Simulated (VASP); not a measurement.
# Ta16H in VASP: single point with PBE

Aim: the single point of Ta16H with PBE.

All numbers are computed with VASP 6.6.1; they aren't measurements. Logs are shortened: lines on timing, memory, paths and dates and some standing lists are left out, and cuts for length are marked.

## (1) The cell of the first run

The cell holds a slab with vacuum, 17 atoms: a = 6.638 Å, b = 6.638 Å, c = 20.300 Å, α = 90.00°, β = 90.00°, γ = 90.00°.

## (2) Single point, PBE

Input file INCAR:

```
PREC = Accurate ; ENCUT = 400
EDIFF = 1E-6 ; ISMEAR = 0
SIGMA = 0.1 ; LREAL = False
LASPH = True ; NELM = 120
ALGO = Normal ; ISIF = 2
LWAVE = False ; LCHARG = False
LDIPOL = True ; IDIPOL = 3
DIPOL = 0.5 0.5 0.328 ; GGA = PE
NBANDS = 102 ; GGA_COMPAT = False
NELMDL = -8
```

Input file KPOINTS:

```
Automatic mesh
0
Gamma
  4 4 1
  0.5 0.5 0
```

Input file POSCAR:

```
Ta16H
1.0
    6.6379342676      0.0000000000      0.0000000000
    0.0000000000      6.6379342676      0.0000000000
    0.0000000000      0.0000000000     20.2996559590
Ta H
16 1
Direct
    0.2500000000      0.2500000000      0.1970476745
    0.2500000000      0.7500000000      0.1970476745
    0.7500000000      0.2500000000      0.1970476745
    0.7500000000      0.7500000000      0.1970476745
    0.0000000000      0.0000000000      0.2787970190
    0.0000000000      0.5000000000      0.2787970190
    0.5000000000      0.0000000000      0.2787970190
    0.5000000000      0.5000000000      0.2787970190
    0.2500000000      0.2500000000      0.3599139068
    0.2500000000      0.7500000000      0.3599139068
    0.7500000000      0.2500000000      0.3599139068
    0.7500000000      0.7500000000      0.3599139068
    0.0000000000      0.0000000000      0.4334879358
    0.0000000000      0.5000000000      0.4334879358
    0.5000000000      0.0000000000      0.4334879358
    0.5000000000      0.5000000000      0.4334879358
    0.0625000000      0.1875000000      0.4998770497
```

Potentials or basis: VASP PAW PBE potentials, release 64 (Ta_pv, H).

On the command line:

```
$ cat potpaw_PBE.64/Ta_pv/POTCAR potpaw_PBE.64/H/POTCAR > POTCAR
$ mpirun -np 1 vasp_std > vasp.out
```

OUTCAR:

```text
PREC = Accurate
   ENCUT = 400
   EDIFF = 1E-6
   ISMEAR = 0
   LREAL = False
   LASPH = True
   NELM = 120
   ISIF = 2
   GGA = PE
   NELMDL = -8

 ion  position               nearest neighbor table
   1  0.250  0.250  0.197-   5 2.87   6 2.87   7 2.87   8 2.87   9 3.31   3 3.32   2 3.32   2 3.32
                             3 3.32
   2  0.250  0.750  0.197-   5 2.87   6 2.87   7 2.87   8 2.87  10 3.31   4 3.32   1 3.32   1 3.32
                             4 3.32
   3  0.750  0.250  0.197-   5 2.87   6 2.87   7 2.87   8 2.87  11 3.31   4 3.32   1 3.32   4 3.32
                             1 3.32
   4  0.750  0.750  0.197-   5 2.87   6 2.87   7 2.87   8 2.87  12 3.31   3 3.32   2 3.32   3 3.32
                             2 3.32
   5  0.000  0.000  0.279-   9 2.87  10 2.87  11 2.87  12 2.87   1 2.87   2 2.87   3 2.87   4 2.87
                            13 3.14   7 3.32   6 3.32   6 3.32   7 3.32
   6  0.000  0.500  0.279-   9 2.87  10 2.87  11 2.87  12 2.87   1 2.87   2 2.87   3 2.87   4 2.87
                            14 3.14   8 3.32   5 3.32   5 3.32   8 3.32
   7  0.500  0.000  0.279-   9 2.87  10 2.87  11 2.87  12 2.87   1 2.87   2 2.87   3 2.87   4 2.87
                            15 3.14   8 3.32   5 3.32   8 3.32   5 3.32
   8  0.500  0.500  0.279-   9 2.87  10 2.87  11 2.87  12 2.87   1 2.87   2 2.87   3 2.87   4 2.87
                            16 3.14   7 3.32   6 3.32   7 3.32   6 3.32
   9  0.250  0.250  0.360-  13 2.78  14 2.78  15 2.78  16 2.78   5 2.87   6 2.87   7 2.87   8 2.87
                             1 3.31  10 3.32  11 3.32  10 3.32  11 3.32
  10  0.250  0.750  0.360-  13 2.78  14 2.78  15 2.78  16 2.78   5 2.87   6 2.87   7 2.87   8 2.87
                             2 3.31   9 3.32  12 3.32   9 3.32  12 3.32
  11  0.750  0.250  0.360-  13 2.78  14 2.78  15 2.78  16 2.78   5 2.87   6 2.87   7 2.87   8 2.87
                             3 3.31   9 3.32  12 3.32  12 3.32   9 3.32
  12  0.750  0.750  0.360-  13 2.78  14 2.78  15 2.78  16 2.78   5 2.87   6 2.87   7 2.87   8 2.87
                             4 3.31  10 3.32  11 3.32  11 3.32  10 3.32
  13  0.000  0.000  0.433-  17 1.88  10 2.78  11 2.78  12 2.78   9 2.78   5 3.14  15 3.32  14 3.32
                            14 3.32  15 3.32
  14  0.000  0.500  0.433-   9 2.78  10 2.78  11 2.78  12 2.78   6 3.14  13 3.32  16 3.32  13 3.32
                            16 3.32
  15  0.500  0.000  0.433-   9 2.78  10 2.78  11 2.78  12 2.78   7 3.14  13 3.32  16 3.32  16 3.32
                            13 3.32
  16  0.500  0.500  0.433-   9 2.78  10 2.78  11 2.78  12 2.78   8 3.14  14 3.32  15 3.32  15 3.32
                            14 3.32
  17  0.062  0.188  0.500-  13 1.88

  LATTYP: Found a simple tetragonal cell.
 ALAT       =     6.6379342676
 C/A-ratio  =     3.0581284991

  Lattice vectors:

 A1 = (   6.6379342676,   0.0000000000,   0.0000000000)
 A2 = (   0.0000000000,   6.6379342676,   0.0000000000)
 A3 = (   0.0000000000,   0.0000000000,  20.2996559590)

Analysis of symmetry for initial positions (statically):
=====================================================================
 Subroutine PRICEL returns:
 Original cell was already a primitive cell.

 Routine SETGRP: Setting up the symmetry group for a
 simple tetragonal supercell.

 Subroutine GETGRP returns: Found  1 space group operations
 (whereof  1 operations were pure point group operations)
 out of a pool of 16 trial point group operations.

The static configuration has the point symmetry C_1 .

Analysis of symmetry for dynamics (positions and initial velocities):
=====================================================================
 Subroutine PRICEL returns:
 Original cell was already a primitive cell.

 Routine SETGRP: Setting up the symmetry group for a
 simple tetragonal supercell.

 Subroutine GETGRP returns: Found  1 space group operations
 (whereof  1 operations were pure point group operations)
 out of a pool of 16 trial point group operations.

The dynamic configuration has the point symmetry C_1 .

 Subroutine INISYM returns: Found  1 space group operations
 (whereof  1 operations are pure point group operations),
 and found     1 'primitive' translations

----------------------------------------------------------------------------------------

                                     Primitive cell

  volume of cell :     894.4469

  direct lattice vectors                    reciprocal lattice vectors
     6.637934268  0.000000000  0.000000000     0.150649277  0.000000000  0.000000000
     0.000000000  6.637934268  0.000000000     0.000000000  0.150649277  0.000000000
     0.000000000  0.000000000 20.299655959     0.000000000  0.000000000  0.049261919

  length of vectors
     6.637934268  6.637934268 20.299655959     0.150649277  0.150649277  0.049261919

  position of ions in fractional coordinates (direct lattice)
     0.250000000  0.250000000  0.197047674
     0.250000000  0.750000000  0.197047674
     0.750000000  0.250000000  0.197047674
     0.750000000  0.750000000  0.197047674
     0.000000000  0.000000000  0.278797019
     0.000000000  0.500000000  0.278797019
[... 9 lines left out ...]
     0.500000000  0.500000000  0.433487936
     0.062500000  0.187500000  0.499877050

  ion indices of the primitive-cell ions
   primitive index   ion index
                 1           1
                 2           2
                 3           3
                 4           4
                 5           5
                 6           6
[... 9 lines left out ...]
                16          16
                17          17

----------------------------------------------------------------------------------------

 KPOINTS: Automatic mesh

Automatic generation of k-mesh.
 Grid dimensions read from file:
 generate k-points for:    4    4    1

 Generating k-lattice:

  Cartesian coordinates                     Fractional coordinates (reciprocal lattice)
     0.037662319  0.000000000  0.000000000     0.250000000  0.000000000  0.000000000
     0.000000000  0.037662319  0.000000000     0.000000000  0.250000000  0.000000000
     0.000000000  0.000000000  0.049261919     0.000000000  0.000000000  1.000000000

  Length of vectors
     0.037662319  0.037662319  0.049261919

  Shift w.r.t. Gamma in fractional coordinates (k-lattice)
     0.500000000  0.500000000  0.000000000

 Subroutine IBZKPT returns following result:
 ===========================================

 Found      8 irreducible k-points:

 Following reciprocal coordinates:
            Coordinates               Weight
  0.125000  0.125000  0.000000      2.000000
 -0.125000  0.125000  0.000000      2.000000
  0.375000  0.125000  0.000000      2.000000
 -0.125000  0.375000  0.000000      2.000000
 -0.375000  0.125000  0.000000      2.000000
  0.125000  0.375000  0.000000      2.000000
  0.375000  0.375000  0.000000      2.000000
 -0.375000  0.375000  0.000000      2.000000
   k-points           NKPTS =      8   k-points in BZ     NKDIM =      8   number of bands    NBANDS=    102
   number of dos      NEDOS =    301   number of ions     NIONS =     17
   total plane-waves  NPLWV = 322560
   dimension x,y,z NGX =    48 NGY =   48 NGZ =  140
   dimension x,y,z NGXF=    96 NGYF=   96 NGZF=  280
   ions per type =              16   1
   NGX,Y,Z   is equivalent  to a cutoff of  12.02, 12.02, 11.47 a.u.
   NGXF,Y,Z  is equivalent  to a cutoff of  24.04, 24.04, 22.93 a.u.
 SYSTEM =  unknown system
   PREC   = accura    normal or accurate (medium, high low for compatibility)
   ISTART =      0    job   : 0-new  1-cont  2-samecut
   ICHARG =      2    charge: 1-file 2-atom 10-const
   ISPIN  =      1    spin polarized calculation?
   LNONCOLLINEAR =      F non collinear calculations
   LSORBIT =      F    spin-orbit coupling
   LASPH  =      T    aspherical Exc in radial PAW
   ENCUT  =  400.0 eV  29.40 Ry    5.42 a.u.  10.82 10.82 33.10*2*pi/ulx,y,z
   NELM   =    120;   NELMIN=  2; NELMDL= -8     # of ELM steps
   EDIFF  = 0.1E-05   stopping-criterion for ELM
   LREAL  =      F    real-space projection
   EDIFFG = 0.1E-04   stopping-criterion for IOM
   NSW    =      0    number of steps for IOM
   IBRION =     -1    ionic relax: 0-MD 1-quasi-New 2-CG
   NFREE  =      0    steps in history (QN), initial steepest desc. (CG)
   ISIF   =      2    stress and relaxation
   ISYM   =      2    0-nonsym 1-usesym 2-fastsym
   POTIM  = 0.5000    time-step for ionic-motion
   TEBEG  =    0.0;   TEEND  =   0.0 temperature during run
   PSTRESS=    0.0 pullay stress
   NELECT =     177.0000    total number of electrons
   NUPDOWN=      -1.0000    fix difference up-down
   EMIN   =  10.00;   EMAX   =-10.00  energy-range for DOS
   EFERMI =   0.00;   METHOD = LEGACY
   ISMEAR =     0;   SIGMA  =   0.10  broadening in eV -4-tet -1-fermi 0-gaus
   EFERMI_NEDOS =   21; number of points for ismear=-14 and -15
   IALGO  =     38    algorithm
   IMIX   =      4    mixing-type and parameters
     AMIX     =   0.40;   BMIX     =  1.00
     AMIX_MAG =   1.60;   BMIX_MAG =  1.00
  volume/ion in A,a.u.               =      52.61       355.06
  Fermi-wavevector in a.u.,A,eV,Ry     =   0.953999  1.802796 12.382843  0.910113
  Thomas-Fermi vector in A             =   2.082705
   LORBIT       =      0    0 simple, 1 ext, 2 COOP (PROOUT), +10 PAW based schemes
   GGA     = PE    functional components
   LHFCALC =     F    Hartree Fock is set to
   AEXX    =    0.0000 exact exchange contribution
   IVDW    =     0    specifies the selected vdW correction
   LEPSILON=     F    determine dielectric tensor
   LRPA    =     F    only Hartree local field effects (RPA)
 non-spin polarized calculation
 Gauss-broadening in eV      SIGMA  =   0.10
  energy-cutoff  :      400.00
  volume of cell :      894.45
 maximum number of plane-waves:     16294
 NGX is ok and might be reduce to    48
   NGX = 21   NGY = 21   NGZ = 67

 dipolmoment           0.000000      0.000000      0.002558 electrons x Angstroem

 number of electron     177.0000018 magnetization

 dipolmoment           0.000000      0.000000     -0.021910 electrons x Angstroem

 Free energy of the ion-electron system (eV)
  ---------------------------------------------------
  ext. energy  EPLUGINS =         0.00000000
  ---------------------------------------------------
  free energy    TOTEN  =      -177.42010819 eV

  energy without entropy =     -177.31387560  energy(sigma->0) =     -177.36699189

 E-fermi :  -0.6256     XC(G=0):  -5.2770

 val. band max:       -0.6258258032   @ k =   0.1250   0.3750   0.0000
 cond. band min:      -0.6247857192   @ k =  -0.3750   0.3750   0.0000
 fundamental gap:      0.0010400840
 Fermi energy:        -0.6256026388

 k-point     1 :       0.1250    0.1250    0.0000
  band No.  band energies     occupation
      1     -35.6175      2.00000
      2     -35.6135      2.00000
      3     -35.6123      2.00000
      4     -35.6067      2.00000
      5     -35.6044      2.00000
      6     -35.6022      2.00000
[... 92 lines left out ...]
     99       0.2947      0.00000
    100       0.6458      0.00000

 k-point     2 :      -0.1250    0.1250    0.0000
  band No.  band energies     occupation
      1     -35.6176      2.00000
      2     -35.6136      2.00000
      3     -35.6120      2.00000
      4     -35.6068      2.00000
      5     -35.6045      2.00000
      6     -35.6020      2.00000
[... 607 lines left out ...]
     99      -0.0691      0.00000
    100      -0.0338      0.00000

 k-point     8 :      -0.3750    0.3750    0.0000
  band No.  band energies     occupation
      1     -35.5877      2.00000
      2     -35.5832      2.00000
      3     -35.5788      2.00000
      4     -35.5751      2.00000
      5     -35.5483      2.00000
      6     -35.5448      2.00000
[... 92 lines left out ...]
     99      -0.0692      0.00000
    100      -0.0346      0.00000
 [bands above 100 left out]

------------------------ aborting loop because EDIFF is reached ----------------------------------------

 vacuum level on the upper side and lower side of the slab       (xc-potential included)        -0.149        -0.115

  FORCE on cell =-STRESS in cart. coord.  units (eV):
  Direction    XX          YY          ZZ          XY          YZ          ZX
  --------------------------------------------------------------------------------------
  -------------------------------------------------------------------------------------
  Total      -17.0067782    -20.2730586     -3.2331452      0.2939113      0.9679876     -0.2287440
  in kB      -30.4633780    -36.3141000     -5.7913687      0.5264684      1.7339071     -0.4097376
  external PRESSURE =     -24.1896156 kB  Pullay stress =       0.0000000 kB

 VOLUME and BASIS-vectors are now :
 -----------------------------------------------------------------------------
  energy-cutoff  :      400.00
  volume of cell :      894.45
      direct lattice vectors                 reciprocal lattice vectors
     6.637934268  0.000000000  0.000000000     0.150649277  0.000000000  0.000000000
     0.000000000  6.637934268  0.000000000     0.000000000  0.150649277  0.000000000
     0.000000000  0.000000000 20.299655959     0.000000000  0.000000000  0.049261919

 POSITION                                       TOTAL-FORCE (eV/Angst)
 -----------------------------------------------------------------------------------
      1.65948      1.65948      4.00000        -0.001637     -0.015627      0.832065
      1.65948      4.97845      4.00000         0.066553      0.011897      0.790600
      4.97845      1.65948      4.00000         0.017246      0.009294      0.833311
      4.97845      4.97845      4.00000        -0.037735      0.005841      0.800197
      0.00000      0.00000      5.65948        -0.020796      0.039300     -1.000148
      0.00000      3.31897      5.65948        -0.004918     -0.065364     -0.882366
[... 9 lines left out ...]
      3.31897      3.31897      8.79966         0.090817      0.146532     -0.169129
      0.41487      1.24461     10.14733        -0.237630      0.480621      0.018195
 -----------------------------------------------------------------------------------
    total drift:                                0.000034      0.000048     -0.002039

  FREE ENERGIE OF THE ION-ELECTRON SYSTEM (eV)
  ---------------------------------------------------
  free  energy   TOTEN  =      -177.4201081917 eV

  energy  without entropy=     -177.3138755982  energy(sigma->0) =     -177.36699189

 vacuum level on the upper side and lower side of the slab         3.259         3.296
```

Run time: 54 min. Hardware: 1 thread of Intel Xeon 8259CL, shared host; peak memory 0.83 GiB.

What came out:

| Property | Result |
| --- | --- |
| Free energy | -177.4201 eV |
| Largest force | 1.126 eV/Å |
| Band gap on the k mesh | zero (an odd number of electrons rules out a gap without spin polarisation) |

Forces in eV/Å, atoms in the order of the input:
```
Ta  -0.002 -0.016  0.832
Ta   0.067  0.012  0.791
Ta   0.017  0.009  0.833
Ta  -0.038  0.006  0.800
Ta  -0.021  0.039 -1.000
Ta  -0.005 -0.065 -0.882
Ta  -0.031  0.032 -0.854
Ta  -0.018 -0.009 -0.755
Ta   0.159  0.026 -0.473
Ta   0.179 -0.093 -0.154
Ta  -0.042  0.007 -0.251
Ta  -0.342 -0.186 -0.233
Ta  -0.069  0.447  0.820
Ta   0.201 -0.785  0.782
Ta   0.093 -0.052 -0.105
Ta   0.091  0.147 -0.169
H   -0.238  0.481  0.018
```

Caveat: spin-orbit coupling is left out, which moves the levels of the heavy elements.
